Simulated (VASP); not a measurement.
# H23C2NO10: single point with PBE+D3(BJ)

The system is H23C2NO10.

```
CELL_PARAMETERS angstrom
7.28736 0.00000 0.00000
0.00000 7.28736 0.00000
0.00000 0.00000 7.28736
ATOMIC_POSITIONS crystal
O 0.14572 0.05024 0.73387
O 0.66858 0.15663 0.04770
O 0.51197 0.03373 0.57087
O 0.49418 0.47669 0.86528
O 0.62829 0.81504 0.91827
O 0.25322 0.39813 0.60207
O 0.20269 0.37177 0.03546
O 0.29042 0.77000 0.44032
O 0.21942 0.03197 0.10638
O 0.15657 0.70867 0.85436
H 0.24899 0.00162 0.66614
H 0.14964 0.19092 0.68502
H 0.77227 0.23362 0.10583
H 0.70018 0.03182 0.01792
H 0.60218 0.99393 0.48647
H 0.58714 0.13130 0.63644
H 0.58950 0.37210 0.85222
H 0.40521 0.43323 0.95454
H 0.56168 0.82813 0.81013
H 0.55497 0.70690 0.96468
H 0.35385 0.43751 0.67732
H 0.22980 0.50443 0.53136
H 0.21245 0.23390 0.06779
H 0.19255 0.44271 0.14289
H 0.25076 0.84733 0.34159
H 0.37457 0.82194 0.52651
H 0.34823 0.00155 0.09574
H 0.17187 0.02773 0.99086
H 0.04686 0.72498 0.78738
H 0.12513 0.58385 0.88332
H 0.90403 0.44068 0.68982
H 0.68903 0.40061 0.58592
H 0.90452 0.36222 0.44172
C 0.82419 0.44550 0.54597
C 0.81532 0.64217 0.48634
N 0.79986 0.79153 0.42638
```

```
Program                : VASP 6.6.1
Task                   : single point
Functional             : PBE
Dispersion             : D3(BJ)
Potentials or basis    : VASP PAW PBE potentials, release 64 (O, H, C, N)
Cutoff                 : 520 eV
k mesh                 : 1 × 1 × 1
Occupations            : fermi-dirac, width 0.05 eV
Spin                   : no spin polarisation
Dipole correction      : no
Further INCAR settings : LREAL = Auto; ALGO = Normal; EDIFF = 1e-06; NBANDS = 72
```

The pressure is 0.9 GPa and the largest force is 4.958 eV/Å. The band gap on the k mesh is 4.06 eV and the dispersion energy per atom is -0.036 eV.

Forces on the atoms (eV/Å):
```
O   -0.512  3.495 -0.702
O    0.885  3.072  1.006
O    0.468  2.125  1.963
O    2.865 -1.202 -1.328
O    0.141 -1.185  2.496
O   -0.721 -1.649 -0.373
O   -0.082 -0.823 -1.217
O   -0.713 -2.200 -0.157
O    1.445  0.312  4.476
O    0.382 -0.344  0.506
H    0.131 -0.207 -0.103
H    0.130 -2.661  0.961
H   -1.556 -1.971 -1.111
H    0.624 -1.025 -0.072
H    1.228 -1.033 -1.459
H   -1.343 -1.276 -0.435
H   -1.547  1.574  0.940
H   -1.071 -0.714  0.572
H   -0.940  0.895 -2.486
H    1.145  0.555 -0.096
H    0.858  0.218  1.165
H   -0.420  1.474 -1.002
H    0.011  0.880  0.505
H   -0.140  0.639  1.583
H    0.060  0.926 -0.172
H    0.330  0.814 -0.101
H    0.388 -0.064 -0.227
H   -1.617 -1.050 -4.568
H   -1.226  1.653 -1.198
H    0.910 -1.286  0.823
H   -0.779  0.049 -2.225
H   -0.602 -0.314 -0.617
H   -0.872  0.393  0.898
C    2.305  1.340  1.560
C   -0.334  0.017 -0.504
N    0.169 -1.427  0.699
```

Stress tensor (GPa, compression positive):
```
 1.08 -0.72  0.50
-0.72 -0.96  0.38
 0.50  0.38  2.56
```

Levels at points of the mesh, in eV from the valence-band top:
| k point | band 44 | band 45 | band 46 | band 47 | band 48 | band 49 | band 50 | band 51 | band 52 | band 53 |
| --- | --- | --- | --- | --- | --- | --- | --- | --- | --- | --- |
| (0.00, 0.00, 0.00) | -0.80 | -0.62 | -0.49 | -0.06 | 0.00 | 4.06 | 5.14 | 5.38 | 6.39 | 6.62 |

Wall time 31 s on 1 thread of Intel(R) Xeon(R) 6975P-C (Granite Rapids) (shared host), peak memory 0.36 GiB.

Caveat: the k points lie up to 0.86 Å⁻¹ apart; the atoms stand as in a frame of molecular dynamics.
